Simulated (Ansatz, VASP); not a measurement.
# BeS in VASP and in Ansatz

```
Be S
1.0
     0.00000    2.43431    2.43431
     2.43431    0.00000    2.43431
     2.43431    2.43431    0.00000
Be S
1 1
Direct
  0.00000 0.00000 0.00000
  0.25000 0.25000 0.25000
```

Alike in both runs: task single point; functional r2SCAN; k mesh 6 × 6 × 6; no spin polarisation.

|  | VASP | Ansatz |
| --- | --- | --- |
| version | VASP 6.6.1 | Ansatz 0.2.0 |
| potentials or method | VASP PAW PBE potentials, release 64 (Be, S) | plane waves, PAW |
| plane-wave cutoff (eV) | 660 | 500 |
| occupations | gaussian, width 0.01 eV | fixed |
| valence electrons in the cell | 8 | 8 |

VASP gave:

| Property | Result |
| --- | --- |
| gap on the k mesh at the Fermi level (eV) | 3.60 |

Problem. Estimate Ansatz's values.

Solution. gap on the k mesh at the Fermi level (eV): 3.59.

VASP's potentials were made for PBE, not for r2SCAN.
